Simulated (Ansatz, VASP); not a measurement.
# WSe2: VASP beside Ansatz

```xyz
3
Lattice="3.0277 0.0000 0.0000 -1.5138 3.1900 0.0000 0.0000 0.0000 6.6785" Properties=species:S:1:pos:R:3 pbc="T T T"
W     0.0000    0.0000    0.0000
Se    0.0000    2.1266    1.6065
Se    0.0000    2.1266    5.0719
```

Change from the starting cell: strain +e along x and -e along y -0.1000, strain +e along z and -e/2 along x and y -0.0467.

Alike in both runs: task single point; functional PBE; dispersion D3(BJ); k mesh 9 × 9 × 4; occupations gaussian, width 0.05 eV; no spin polarisation.

|  | VASP | Ansatz |
| --- | --- | --- |
| version | VASP 6.6.1 | Ansatz 0.2.0 |
| potentials or method | VASP PAW PBE potentials, release 64 (W_sv, Se), cutoff 520 eV | scalar-relativistic, plane waves, PAW |
| valence electrons in the cell | 26 | 46 |

|  | VASP | Ansatz | Ansatz less VASP |
| --- | --- | --- | --- |
| gap on the k mesh at the Fermi level (eV) | 1.04 | 1.05 | +0.011 |
| least direct gap on the mesh (eV) | 1.14 | 1.15 | +0.004 |
| pressure (GPa) | 5.9 | 5.6 | -0.35 |
| traceless stress, the component that is largest in VASP (GPa) | -17.14 | -17.08 | +0.066 |
| rms of the force components (eV/Å) | 0.703 | 0.679 | -0.0241 |

Atom by atom the forces differ by 0.027 eV/Å (rms over components). VASP's potentials hold 26 valence electrons a cell and Ansatz's 46, so a difference there can come from the potentials and not from the codes.

Neither program's run includes spin-orbit coupling.
